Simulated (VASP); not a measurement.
Wanted: the native input for a VASP 6.6.1 run.

* Task: relaxation of cell and atoms
* Functional: revPBE
* Dispersion: D4
* Potentials or basis: VASP PAW PBE potentials, release 64 (Te, Ti_sv)
* Cutoff: 600 eV
* k mesh: 8 × 8 × 4
* Occupations: fermi-dirac, width 0.05 eV
* Spin: no spin polarisation
* Dipole correction: no
* Further INCAR settings: ALGO = Normal; EDIFF = 1e-07; IBRION = 2; EDIFFG = -0.01; NSW = 60; ISIF = 3

The structure of TiTe2 lies in POSCAR:

```
TiTe2
1.0
    3.7770000000      0.0000000000      0.0000000000
   -1.8885000000      3.2709779501      0.0000000000
    0.0000000000      0.0000000000      6.4980000000
Te Ti
2 1
Direct
    0.3333333333      0.6666666667      0.7372000000
    0.6666666667      0.3333333333      0.2628000000
    0.0000000000      0.0000000000      0.0000000000
```

These files were run (other wordings do the same):

INCAR

```
SYSTEM = TiTe2
PREC     = Accurate       ! precision mode
ENCUT    = 600            ! plane-wave cutoff, eV
EDIFF    = 1E-7           ! SCF threshold, eV
ISMEAR   = -1             ! smearing method
SIGMA    = 0.05           ! smearing width, eV
LREAL    = .False.        ! projectors in reciprocal space
LASPH    = .True.         ! aspherical terms in the spheres
NELM     = 60             ! most SCF steps
ALGO     = Normal         ! electronic algorithm
ISIF     = 3              ! what is computed and relaxed
LWAVE    = .False.        ! write WAVECAR
LCHARG   = .False.        ! write CHGCAR
GGA      = RE             ! functional
IVDW     = 13             ! dispersion correction
IBRION   = 2              ! ionic algorithm
NSW      = 60             ! ionic steps
EDIFFG   = -0.01          ! ionic threshold
```

KPOINTS

```
Automatic mesh
0
Gamma
  8 8 4
  0 0 0
```

Potentials or basis: VASP PAW PBE potentials, release 64 (Te, Ti_sv).

Command:

```bash
$ cat potpaw_PBE.64/Te/POTCAR potpaw_PBE.64/Ti_sv/POTCAR > POTCAR
$ mpirun -np 1 vasp_std > vasp.out
```

Results of the run:

| Item | Value |
| --- | --- |
| Relaxed volume | 25.44 Å³/atom |
| Relaxed cell | a = 3.720 Å, b = 3.720 Å, c = 6.366 Å, α = 90.00°, β = 90.00°, γ = 120.00° |
| Space group after relaxing (to 0.1 Å) | P-3m1 (No. 164) |
| Energy gained by relaxing | 7.6 meV/atom |
| Ionic steps | 9 |
| Pressure after relaxing | 0.0 GPa |
| Largest force after relaxing | 0.005 eV/Å |
| Band gap on the k mesh | zero (bands 12 and 13 overlap by 0.79 eV) |
| Dispersion energy per atom | -0.704 eV |

Caveat: the PAW data sets were made with another functional, which shifts forces and pressure a little; spin-orbit coupling is left out, which moves the levels of the heavy elements.

It took 2.8 min on 1 thread of Intel(R) Xeon(R) 6975P-C (Granite Rapids) (shared host), peak memory 0.26 GiB.
